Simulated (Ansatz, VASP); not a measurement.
Two plane-wave programs on TaCl3F

```
Ta Cl F
1.0
     0.00000    4.72877    4.72877
     4.72877    0.00000    4.72877
     4.72877    4.72877    0.00000
Ta Cl F
2 6 2
Direct
  0.50000 0.50000 0.50000
  0.00000 0.00000 0.00000
  0.24975 0.24975 0.75025
  0.24975 0.75025 0.75025
  0.75025 0.75025 0.24975
  0.24975 0.75025 0.24975
  0.75025 0.24975 0.75025
  0.75025 0.24975 0.24975
  0.25000 0.25000 0.25000
  0.75000 0.75000 0.75000
```

Change from the starting cell: species swapped into the CsInF3 type (Fm-3m, No. 225).

Alike in both runs: functional PBE; k mesh 2 × 2 × 2; occupations gaussian, width 0.15 eV; no spin polarisation.

Ansatz relaxed the structure, and its values are those at the end. VASP's run is a single point on that final structure, the one shown.

```csv
,VASP,Ansatz
version,VASP 6.6.1,Ansatz 0.2.0
potentials or method,"VASP PAW PBE potentials, release 64 (Ta_pv, Cl, F), cutoff 600 eV","scalar-relativistic, plane waves, PAW"
valence electrons in the cell,78,82
```

```tsv
	VASP	Ansatz	Ansatz less VASP
gap on the k mesh at the Fermi level (eV)	none	none	-
pressure (GPa)	0.6	0.6	+0.04
rms of the force components (eV/Å)	0.025	0.025	+0.0001
```

A gap of «none» marks a metal or a gap that the smearing closes. The functional is the same, so the differences come from potentials, cutoffs and numerics. VASP's potentials hold 78 valence electrons a cell and Ansatz's 82, so a difference there can come from the potentials and not from the codes.

The k mesh is coarse, so the values compare programs but aren't converged. Neither program's run includes spin-orbit coupling.
